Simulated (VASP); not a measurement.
Here is a VASP 6.6.1 calculation.

File INCAR:

```
ALGO     = Normal         # electronic algorithm
EDIFF    = 1E-6           # SCF threshold, eV
ENCUT    = 910            # plane-wave cutoff, eV
GGA      = CA             # functional
GGA_COMPAT= F            
ISIF     = 2              # what is computed and relaxed
ISMEAR   = 0              # smearing method
LASPH    = T              # aspherical terms in the spheres
LCHARG   = F              # write CHGCAR
LREAL    = F              # projectors in reciprocal space
LWAVE    = F              # write WAVECAR
NBANDS   = 28             # bands
NELM     = 120            # most SCF steps
PREC     = Accurate       # precision mode
SIGMA    = 0.05           # smearing width, eV
```

Contents of KPOINTS:

```
k-points
0
Gamma
  6 6 6
```

The input POSCAR:

```
BaScO2F
1.0
    4.2069470000      0.0000000000      0.0000000000
    0.0000000000      4.2069470000      0.0000000000
    0.0000000000      0.0000000000      4.3798695200
Ba Sc O F
1 1 2 1
Direct
    0.5000000000      0.5000000000      0.5000000000
    0.0000000000      0.0000000000      0.0000000000
    0.5000000000      0.0000000000      0.0000000000
    0.0000000000      0.5000000000      0.0000000000
    0.0000000000      0.0000000000      0.5000000000
```

Potentials or basis: VASP PAW LDA potentials, release 64 (Ba_sv, Sc_sv, O_h, F_h).

Run with:

```console
$ cat potpaw_LDA.64/Ba_sv/POTCAR potpaw_LDA.64/Sc_sv/POTCAR potpaw_LDA.64/O_h/POTCAR potpaw_LDA.64/F_h/POTCAR > POTCAR
$ mpirun -np 1 vasp_std > vasp.out
```

Question: Estimate the band gap on the k mesh.

Answer: 2.71 eV (least direct gap 3.14 eV).

Question: What does it give for the pressure?

Answer: -11.8 GPa.

Stress tensor (GPa, compression positive):
```
-10.13   0.00   0.00
  0.00 -10.13   0.00
  0.00   0.00 -15.08
```

Caveat: the cell differs from its parent crystal (strain +0.0400 x Voigt [0, 0, 1, 0, 0, 0]); the cutoff is under 1.25 times the usual one of these potentials, so pressure, stress and relaxed cells hold a basis-set (Pulay) error; the cell stands under tension; spin-orbit coupling is left out, which moves the levels of the heavy elements. A k mesh can miss the band edges.
